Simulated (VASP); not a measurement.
# Sn3Se (Immm) in VASP: notebook

Sn3Se is run at these levels: PBE; tasks: single point.

Program: VASP 6.6.1. These are calculated values, not measurements. Logs are shortened: lines on timing, memory, paths and dates and some standing lists are left out, and cuts for length are marked.

### 1 The cell of the first run

The structure is orthorhombic, space group Immm (No. 71). The conventional cell has a = 5.246 Å, b = 5.298 Å, c = 7.456 Å, α = 90.00°, β = 90.00°, γ = 90.00°. Sn (site symmetry mm2) has 10 Sn at 3.22 to 3.73 Å and 4 Se at 3.22 to 3.24 Å within 4.2 Å. Within 4.2 Å of Sn (site symmetry mmm) lie 8 Sn at 3.22 to 3.24 Å and 6 Se at 3.73 Å. Se (site symmetry mmm) has 14 Sn at 3.22 to 3.73 Å within 4.2 Å.

### 2 Single point, PBE (strain -0.0100 x Voigt [0, 0, 0, 1, 0, 0])

Contents of INCAR:

```
  PREC = Accurate
  ENCUT = 520
  EDIFF = 1E-6
  ISMEAR = 0
  SIGMA = 0.15
  LREAL = F
  LASPH = T
  NELM = 100
  ALGO = Normal
  ISIF = 2
  LWAVE = F
  LCHARG = T
  GGA = PE
  LELF = T
  LVHAR = T
  NBANDS = 32
```

Contents of KPOINTS:

```
Automatic mesh
0
Gamma
  12 12 12
```

Contents of POSCAR:

```
Sn3Se
1.0
    0.0000000000      3.7093144694      3.7093144694
    3.7279542406     -0.0186397712      3.7279542406
    3.7279542406      3.7279542406     -0.0186397712
Sn Se
3 1
Direct
    0.2500000000      0.2500000000      0.2500000000
    0.7500000000      0.7500000000      0.7500000000
    0.5000000000      0.5000000000      0.5000000000
    0.0000000000      0.0000000000      0.0000000000
```

Potentials or basis: VASP PAW PBE potentials, release 64 (Sn_d, Se).

Launch:

```console
cat potpaw_PBE.64/Sn_d/POTCAR potpaw_PBE.64/Se/POTCAR > POTCAR
mpirun -np 1 vasp_std > vasp.out
```

OUTCAR:

```text
PREC = Accurate
   ENCUT = 520
   EDIFF = 1E-6
   ISMEAR = 0
   LREAL = F
   LASPH = T
   NELM = 100
   ISIF = 2
   GGA = PE

 ion  position               nearest neighbor table
   1  0.250  0.250  0.250-   3 3.22   4 3.22   4 3.22   3 3.22   3 3.24   4 3.24   3 3.24   4 3.24
                             2 3.73   2 3.73   2 3.73   2 3.73   2 3.73   2 3.73
   2  0.750  0.750  0.750-   3 3.22   4 3.22   3 3.22   4 3.22   4 3.24   3 3.24   4 3.24   3 3.24
                             1 3.73   1 3.73   1 3.73   1 3.73   1 3.73   1 3.73
   3  0.500  0.500  0.500-   1 3.22   2 3.22   1 3.22   2 3.22   2 3.24   1 3.24   2 3.24   1 3.24

   4  0.000  0.000  0.000-   1 3.22   2 3.22   2 3.22   1 3.22   1 3.24   2 3.24   1 3.24   2 3.24

  LATTYP: Found a body centered orthorhombic cell.
 ALAT       =     5.2457628297
 B/A-ratio  =     1.0100502513
 C/A-ratio  =     1.4213201632

  Lattice vectors:

 A1 = (  -3.7279542406,   0.0186397712,  -3.7279542406)
 A2 = (  -3.7279542406,  -0.0186397712,   3.7279542406)
 A3 = (   3.7279542406,   3.7279542406,  -0.0186397712)

Analysis of symmetry for initial positions (statically):
=====================================================================
 Subroutine PRICEL returns:
 Original cell was already a primitive cell.

 Routine SETGRP: Setting up the symmetry group for a
 body centered orthorhombic supercell.

 Subroutine GETGRP returns: Found  8 space group operations
 (whereof  8 operations were pure point group operations)
 out of a pool of  8 trial point group operations.

The static configuration has the point symmetry D_2h.

Analysis of symmetry for dynamics (positions and initial velocities):
=====================================================================
 Subroutine PRICEL returns:
 Original cell was already a primitive cell.

 Routine SETGRP: Setting up the symmetry group for a
 body centered orthorhombic supercell.

 Subroutine GETGRP returns: Found  8 space group operations
 (whereof  8 operations were pure point group operations)
 out of a pool of  8 trial point group operations.

The dynamic configuration has the point symmetry D_2h.

 Subroutine INISYM returns: Found  8 space group operations
 (whereof  8 operations are pure point group operations),
 and found     1 'primitive' translations

----------------------------------------------------------------------------------------

                                     Primitive cell

  volume of cell :     103.6170

  direct lattice vectors                    reciprocal lattice vectors
     0.000000000  3.709314469  3.709314469    -0.134121818  0.134795797  0.134795797
     3.727954241 -0.018639771  3.727954241     0.134121818 -0.133454545  0.133454545
     3.727954241  3.727954241 -0.018639771     0.134121818  0.133454545 -0.133454545

  length of vectors
     5.245762830  5.272156398  5.272156398     0.233084697  0.231535944  0.231535944

  position of ions in fractional coordinates (direct lattice)
     0.250000000  0.250000000  0.250000000
     0.750000000  0.750000000  0.750000000
     0.500000000  0.500000000  0.500000000
     0.000000000  0.000000000  0.000000000

  ion indices of the primitive-cell ions
   primitive index   ion index
                 1           1
                 2           2
                 3           3
                 4           4

----------------------------------------------------------------------------------------

 KPOINTS: Automatic mesh

Automatic generation of k-mesh.
 Grid dimensions read from file:
 generate k-points for:   12   12   12

 Generating k-lattice:

  Cartesian coordinates                     Fractional coordinates (reciprocal lattice)
    -0.011176818  0.011232983  0.011232983     0.083333333 -0.000000000 -0.000000000
     0.011176818 -0.011121212  0.011121212     0.000000000  0.083333333  0.000000000
     0.011176818  0.011121212 -0.011121212     0.000000000  0.000000000  0.083333333

  Length of vectors
     0.019423725  0.019294662  0.019294662

  Shift w.r.t. Gamma in fractional coordinates (k-lattice)
     0.000000000  0.000000000  0.000000000

 Subroutine IBZKPT returns following result:
 ===========================================

 Found    280 irreducible k-points:

 Following reciprocal coordinates:
            Coordinates               Weight
  0.000000  0.000000  0.000000      1.000000
  0.083333  0.000000 -0.000000      4.000000
  0.166667 -0.000000 -0.000000      4.000000
  0.250000 -0.000000 -0.000000      4.000000
  0.333333 -0.000000 -0.000000      4.000000
  0.416667 -0.000000 -0.000000      4.000000
[... 16 lines left out ...]
  0.250000  0.166667  0.000000      8.000000
  0.333333  0.166667 -0.000000      8.000000
 [... further k-points ...]
   k-points           NKPTS =    280   k-points in BZ     NKDIM =    280   number of bands    NBANDS=     32
   number of dos      NEDOS =    301   number of ions     NIONS =      4
   total plane-waves  NPLWV =  64000
   dimension x,y,z NGX =    40 NGY =   40 NGZ =   40
   dimension x,y,z NGXF=    80 NGYF=   80 NGZF=   80
   ions per type =               3   1
   NGX,Y,Z   is equivalent  to a cutoff of  12.68, 12.61, 12.61 a.u.
   NGXF,Y,Z  is equivalent  to a cutoff of  25.35, 25.23, 25.23 a.u.
 SYSTEM =  unknown system
   PREC   = accura    normal or accurate (medium, high low for compatibility)
   ISTART =      0    job   : 0-new  1-cont  2-samecut
   ICHARG =      2    charge: 1-file 2-atom 10-const
   ISPIN  =      1    spin polarized calculation?
   LNONCOLLINEAR =      F non collinear calculations
   LSORBIT =      F    spin-orbit coupling
   LASPH  =      T    aspherical Exc in radial PAW
   ENCUT  =  520.0 eV  38.22 Ry    6.18 a.u.   9.75  9.80  9.80*2*pi/ulx,y,z
   NELM   =    100;   NELMIN=  2; NELMDL= -5     # of ELM steps
   EDIFF  = 0.1E-05   stopping-criterion for ELM
   LREAL  =      F    real-space projection
   EDIFFG = 0.1E-04   stopping-criterion for IOM
   NSW    =      0    number of steps for IOM
   IBRION =     -1    ionic relax: 0-MD 1-quasi-New 2-CG
   NFREE  =      0    steps in history (QN), initial steepest desc. (CG)
   ISIF   =      2    stress and relaxation
   ISYM   =      2    0-nonsym 1-usesym 2-fastsym
   POTIM  = 0.5000    time-step for ionic-motion
   TEBEG  =    0.0;   TEEND  =   0.0 temperature during run
   PSTRESS=    0.0 pullay stress
   NELECT =      48.0000    total number of electrons
   NUPDOWN=      -1.0000    fix difference up-down
   EMIN   =  10.00;   EMAX   =-10.00  energy-range for DOS
   EFERMI =   0.00;   METHOD = LEGACY
   ISMEAR =     0;   SIGMA  =   0.15  broadening in eV -4-tet -1-fermi 0-gaus
   EFERMI_NEDOS =   21; number of points for ismear=-14 and -15
   IALGO  =     38    algorithm
   IMIX   =      4    mixing-type and parameters
     AMIX     =   0.40;   BMIX     =  1.00
     AMIX_MAG =   1.60;   BMIX_MAG =  1.00
  volume/ion in A,a.u.               =      25.90       174.81
  Fermi-wavevector in a.u.,A,eV,Ry     =   1.266713  2.393741 21.831395  1.604562
  Thomas-Fermi vector in A             =   2.399899
   LORBIT       =      0    0 simple, 1 ext, 2 COOP (PROOUT), +10 PAW based schemes
   GGA     = PE    functional components
   LHFCALC =     F    Hartree Fock is set to
   AEXX    =    0.0000 exact exchange contribution
   IVDW    =     0    specifies the selected vdW correction
   LEPSILON=     F    determine dielectric tensor
   LRPA    =     F    only Hartree local field effects (RPA)
 non-spin polarized calculation
 Gauss-broadening in eV      SIGMA  =   0.15
  energy-cutoff  :      520.00
  volume of cell :      103.62
 maximum number of plane-waves:      2809
   NGX = 19   NGY = 19   NGZ = 19

 number of electron      48.0000023 magnetization

 Free energy of the ion-electron system (eV)
  ---------------------------------------------------
  ext. energy  EPLUGINS =         0.00000000
  ---------------------------------------------------
  free energy    TOTEN  =       -14.90537874 eV

  energy without entropy =      -14.87556426  energy(sigma->0) =      -14.89047150

 E-fermi :   7.2484     XC(G=0): -10.3112

 val. band max:        7.2465997582   @ k =   0.0000  -0.2500   0.0833
 cond. band min:       7.2484761908   @ k =  -0.4167   0.2500   0.0833
 fundamental gap:      0.0018764326
 Fermi energy:         7.2483753866

 k-point     1 :       0.0000    0.0000    0.0000
  band No.  band energies     occupation
      1     -14.3321      2.00000
      2     -14.3321      2.00000
      3     -14.2982      2.00000
      4     -14.2979      2.00000
      5     -14.2976      2.00000
      6     -14.2929      2.00000
[... 24 lines left out ...]
     31      13.7801      0.00000
     32      13.8694      0.00000

 k-point     2 :       0.0833    0.0000   -0.0000
  band No.  band energies     occupation
      1     -14.3301      2.00000
      2     -14.3301      2.00000
      3     -14.3052      2.00000
      4     -14.3004      2.00000
      5     -14.3000      2.00000
      6     -14.2893      2.00000
[... 24 lines left out ...]
     31      13.4555      0.00000
     32      13.7091      0.00000

 k-point     3 :       0.1667   -0.0000   -0.0000
  band No.  band energies     occupation
      1     -14.3244      2.00000
      2     -14.3244      2.00000
      3     -14.3118      2.00000
      4     -14.3050      2.00000
      5     -14.3039      2.00000
      6     -14.2859      2.00000
[... 24 lines left out ...]
     31      12.4367      0.00000
     32      13.4909      0.00000

 k-point     4 :       0.2500   -0.0000   -0.0000
  band No.  band energies     occupation
      1     -14.3157      2.00000
      2     -14.3156      2.00000
      3     -14.3140      2.00000
      4     -14.3096      2.00000
      5     -14.3081      2.00000
      6     -14.2830      2.00000
[... 24 lines left out ...]
     31      12.5703      0.00000
     32      13.4093      0.00000

 k-point     5 :       0.3333   -0.0000   -0.0000
  band No.  band energies     occupation
      1     -14.3141      2.00000
      2     -14.3120      2.00000
      3     -14.3115      2.00000
      4     -14.3043      2.00000
      5     -14.3041      2.00000
      6     -14.2808      2.00000
[... 584 lines left out ...]
     31      12.7398      0.00000
     32      13.3257      0.00000

 k-point    22 :       0.1667    0.1667    0.0000
  band No.  band energies     occupation
      1     -14.3281      2.00000
      2     -14.3172      2.00000
      3     -14.3127      2.00000
      4     -14.3125      2.00000
      5     -14.3003      2.00000
      6     -14.2851      2.00000
[... 24 lines left out ...]
     31      13.0525      0.00000
     32      13.0554      0.00000

 k-point    23 :       0.2500    0.1667    0.0000
  band No.  band energies     occupation
      1     -14.3245      2.00000
      2     -14.3167      2.00000
      3     -14.3157      2.00000
      4     -14.3097      2.00000
      5     -14.2987      2.00000
      6     -14.2864      2.00000
[... 24 lines left out ...]
     31      12.6365      0.00000
     32      12.8107      0.00000

 k-point    24 :       0.3333    0.1667   -0.0000
  band No.  band energies     occupation
      1     -14.3188      2.00000
      2     -14.3184      2.00000
      3     -14.3168      2.00000
      4     -14.3026      2.00000
      5     -14.2940      2.00000
      6     -14.2900      2.00000
[... 24 lines left out ...]
     31      12.7776      0.00000
     32      12.7867      0.00000

 [... further k-points ...]

------------------------ aborting loop because EDIFF is reached ----------------------------------------

  FORCE on cell =-STRESS in cart. coord.  units (eV):
  Direction    XX          YY          ZZ          XY          YZ          ZX
  --------------------------------------------------------------------------------------
  -------------------------------------------------------------------------------------
  Total        0.0884177      0.0832980      0.0832980      0.0000000      0.0659551      0.0000000
  in kB        1.3671586      1.2879955      1.2879955      0.0000000      1.0198306      0.0000000
  external PRESSURE =       1.3143832 kB  Pullay stress =       0.0000000 kB

 VOLUME and BASIS-vectors are now :
 -----------------------------------------------------------------------------
  energy-cutoff  :      520.00
  volume of cell :      103.62
      direct lattice vectors                 reciprocal lattice vectors
     0.000000000  3.709314469  3.709314469    -0.134121818  0.134795797  0.134795797
     3.727954241 -0.018639771  3.727954241     0.134121818 -0.133454545  0.133454545
     3.727954241  3.727954241 -0.018639771     0.134121818  0.133454545 -0.133454545

 POSITION                                       TOTAL-FORCE (eV/Angst)
 -----------------------------------------------------------------------------------
      1.86398      1.85466      1.85466        -0.023018      0.000000      0.000000
      5.59193      5.56397      5.56397         0.023018     -0.000000     -0.000000
      3.72795      3.70931      3.70931         0.000000      0.000000      0.000000
      0.00000      0.00000      0.00000        -0.000000     -0.000000      0.000000
 -----------------------------------------------------------------------------------
    total drift:                               -0.000000     -0.000000      0.000000

  FREE ENERGIE OF THE ION-ELECTRON SYSTEM (eV)
  ---------------------------------------------------
  free  energy   TOTEN  =       -14.9053787449 eV

  energy  without entropy=      -14.8755642626  energy(sigma->0) =      -14.89047150
```

It took 9.4 min on 1 thread of Intel Xeon 6975P-C (Granite Rapids), shared host; peak memory 0.81 GiB.

What came out:

* Free energy: -14.9054 eV
* Pressure: 0.1 GPa
* Largest force: 0.023 eV/Å
* Band gap on the k mesh: zero (bands 24 and 25 overlap by 2.12 eV)

Forces in eV/Å, atoms in the order of the input:
```
Sn  -0.023  0.000  0.000
Sn   0.023  0.000  0.000
Sn   0.000  0.000  0.000
Se   0.000  0.000  0.000
```

Stress tensor (GPa, compression positive):
```
0.14 0.00 0.00
0.00 0.13 0.10
0.00 0.10 0.13
```

Levels at points of the mesh, in eV from the Fermi level:
```
           k point  band 22  band 23  band 24  band 25  band 26  band 27
(0.00, 0.00, 0.00)    -2.84    -1.31    -1.28    -1.25    -0.57    -0.54
(0.50, 0.00, 0.00)    -2.16    -2.15    -0.85     0.38     2.10     2.17
(0.00, 0.50, 0.00)    -2.14    -2.13    -0.84     0.40     2.08     2.15
(0.50, 0.50, 0.00)    -0.32     0.47     0.47     1.01     2.78     2.78
(0.00, 0.50, 0.50)    -0.32     0.45     0.49     1.02     2.75     2.82
```

Caveat: the cell differs from its parent crystal (strain -0.0100 x Voigt [0, 0, 0, 1, 0, 0]); spin-orbit coupling is left out, which moves the levels of the heavy elements.

### 3 Single point, PBE (strain +0.0050 x Voigt [0, 0, 0, 1, 0, 0])

Contents of INCAR:

```
PREC = Accurate
ENCUT = 520
EDIFF = 1E-7
ISMEAR = 0
SIGMA = 0.15
LREAL = F
LASPH = T
NELM = 80
ALGO = Normal
ISIF = 2
LWAVE = F
LCHARG = F
GGA = PE
NBANDS = 32
```

KPOINTS is that of step 2.

Contents of POSCAR:

```
Sn3Se
1.0
    0.0000000000      3.7372741262      3.7372741262
    3.7279542406      0.0093198856      3.7279542406
    3.7279542406      3.7279542406      0.0093198856
Sn Se
3 1
Direct
    0.2500000000      0.2500000000      0.2500000000
    0.7500000000      0.7500000000      0.7500000000
    0.5000000000      0.5000000000      0.5000000000
    0.0000000000      0.0000000000      0.0000000000
```

Potentials or basis: VASP PAW PBE potentials, release 64 (Sn_d, Se).

Launch:

```console
cat potpaw_PBE.64/Sn_d/POTCAR potpaw_PBE.64/Se/POTCAR > POTCAR
mpirun -np 1 vasp_std > vasp.out
```

Wall time 9.9 min (1 thread of Intel Xeon 6975P-C (Granite Rapids), shared host); peak memory 0.81 GiB.

Results (log left out):

```
Free energy            : -14.9056 eV
Pressure               : 0.1 GPa
Largest force          : 0.012 eV/Å
Band gap on the k mesh : zero (bands 24 and 25 overlap by 2.14 eV)
```

Forces on the atoms (eV/Å):
```
Sn   0.012  0.000  0.000
Sn  -0.012  0.000  0.000
Sn   0.000  0.000  0.000
Se   0.000  0.000  0.000
```

Stress tensor (GPa, compression positive):
```
 0.11  0.00  0.00
 0.00  0.11 -0.05
 0.00 -0.05  0.11
```

Levels at points of the mesh, in eV from the Fermi level:
```
           k point  band 22  band 23  band 24  band 25  band 26  band 27
(0.00, 0.00, 0.00)    -2.84    -1.29    -1.28    -1.26    -0.56    -0.54
(0.50, 0.00, 0.00)    -2.14    -2.14    -0.84     0.39     2.10     2.14
(0.00, 0.50, 0.00)    -2.15    -2.15    -0.85     0.38     2.12     2.15
(0.50, 0.50, 0.00)    -0.32     0.47     0.47     1.02     2.78     2.78
(0.00, 0.50, 0.50)    -0.32     0.46     0.48     1.02     2.76     2.80
```

Caveat: the cell differs from its parent crystal (strain +0.0050 x Voigt [0, 0, 0, 1, 0, 0]); spin-orbit coupling is left out, which moves the levels of the heavy elements.
